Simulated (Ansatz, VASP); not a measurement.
# MgO in VASP and in Ansatz

The input INCAR:

```
  ALGO = Normal
  EDIFF = 1E-6
  ENCUT = 600
  GGA = CA
  GGA_COMPAT = False
  ISIF = 2
  ISMEAR = 0
  LASPH = True
  LCHARG = False
  LREAL = False
  LWAVE = False
  NBANDS = 11
  NELM = 120
  PREC = Accurate
  SIGMA = 0.01
```

File KPOINTS:

```
k-points
0
Gamma
  8 8 8
```

File POSCAR:

```
MgO
1.0
    0.0000000000      2.0803270553      2.0803270553
    2.0803270553      0.0000000000      2.0803270553
    2.0803270553      2.0803270553      0.0000000000
Mg O
1 1
Direct
    0.0000000000      0.0000000000      0.0000000000
    0.5000000000      0.5000000000      0.5000000000
```

Input for Ansatz:

```yaml
crystal:
  lattice:
    - [0.0, 2.0803270553, 2.0803270553]
    - [2.0803270553, 0.0, 2.0803270553]
    - [2.0803270553, 2.0803270553, 0.0]
  atoms:
    - { symbol: Mg, position: [0.0, 0.0, 0.0] }
    - { symbol: O, position: [0.5, 0.5, 0.5] }
basis:
  ecutwfc: 420
kpoints:
  mp_grid: { grid: [8, 8, 8] }
  band_path:
    path:
      - [0.0, 0.0, 0.0]
      - [0.0, 0.0, 0.0]
      - [0.5, 0.5, 0.0]
      - [0.5, 0.5, 0.5]
      - [0.5, 0.5, 0.5]
      - [0.003973132, 0.003973132, 0.0]
      - [-0.003973132, -0.003973132, 0.0]
      - [0.0045877777, 0.0045877777, 0.0045877777]
      - [-0.0045877777, -0.0045877777, -0.0045877777]
      - [0.003973132, 0.003973132, 0.0]
      - [-0.003973132, -0.003973132, 0.0]
      - [0.503973132, 0.503973132, 0.0]
      - [0.496026868, 0.496026868, 0.0]
      - [0.5, 0.503973132, 0.003973132]
      - [0.5, 0.496026868, -0.003973132]
      - [0.5045877777, 0.5045877777, 0.5045877777]
      - [0.4954122223, 0.4954122223, 0.4954122223]
      - [0.4971905714, 0.5028094286, 0.5]
      - [0.5028094286, 0.4971905714, 0.5]
      - [0.5045877777, 0.5045877777, 0.5045877777]
      - [0.4954122223, 0.4954122223, 0.4954122223]
      - [0.4971905714, 0.5028094286, 0.5]
      - [0.5028094286, 0.4971905714, 0.5]
    npoints: 1
hamiltonian:
  xc: lda
  pseudopotentials: { kind: paw, azcp: { folder: soft_1 } }
scf:
  occupations: { method: fixed }
  n_extra_bands: 5
output:
  forces: true
  stress: true
  eigenvalues: true
```

Alike in both runs: task single point; functional LDA; k mesh 8 × 8 × 8; no spin polarisation.

|  | VASP | Ansatz |
| --- | --- | --- |
| version | VASP 6.6.1 | Ansatz 0.2.0 |
| potentials or method | VASP PAW LDA potentials, release 64 (Mg, O), cutoff 600 eV | scalar-relativistic, plane waves, PAW |
| occupations | gaussian, width 0.01 eV | fixed |
| valence electrons in the cell | 8 | 16 |

VASP gave:

```
gap on the k mesh at the Fermi level (eV) : 5.03
least direct gap on the mesh (eV)         : 5.03
pressure (GPa)                            : -2.1
```

Problem. Which values does Ansatz return?

Solution. gap on the k mesh at the Fermi level (eV): 5.03; least direct gap on the mesh (eV): 5.03; pressure (GPa): 0.0.

Ansatz warns that its potentials were made for another functional, while VASP's fit it. LDA's correlation is that of Perdew and Zunger in VASP and of Perdew and Wang (1992) in Ansatz. VASP's potentials hold 8 valence electrons a cell and Ansatz's 16, so a difference there can come from the potentials and not from the codes.
